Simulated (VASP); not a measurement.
A run of VASP 6.6.1 is set up as follows.

File INCAR:

```
ALGO = Normal ; EDIFF = 1E-6
ENCUT = 500 ; GGA = PS
GGA_COMPAT = F ; ISIF = 2
ISMEAR = 0 ; LASPH = T
LCHARG = T ; LELF = T
LREAL = F ; LVHAR = T
LWAVE = F ; NBANDS = 38
NELM = 120 ; PREC = Accurate
SIGMA = 0.1
```

File KPOINTS:

```
k-points
0
Gamma
  4 4 4
```

File POSCAR:

```
Cl
1.0
    5.3259346082      0.0000000000      0.0000000000
    0.0000000000      5.3259346082      0.0000000000
    0.0000000000      0.0000000000      5.3259346082
Cl
8
Direct
    0.5000000000      0.5000000000      0.5000000000
    0.0000000000      0.0000000000      0.0000000000
    0.2500000000      0.0000000000      0.5000000000
    0.5000000000      0.2500000000      0.0000000000
    0.5000000000      0.7500000000      0.0000000000
    0.7500000000      0.0000000000      0.5000000000
    0.0000000000      0.5000000000      0.7500000000
    0.0000000000      0.5000000000      0.2500000000
```

Potentials or basis: VASP PAW PBE potentials, release 64 (Cl).

Command:

```sh
$ cat potpaw_PBE.64/Cl/POTCAR > POTCAR
$ mpirun -np 1 vasp_std > vasp.out
```

**Question.** Estimate the band gap on the k mesh.

**Answer.** Zero (bands 28 and 29 overlap by 0.97 eV).

**Question.** Predict the pressure.

**Answer.** 0.0 GPa.

Caveat: the PAW data sets were made with another functional, which shifts forces and pressure a little.
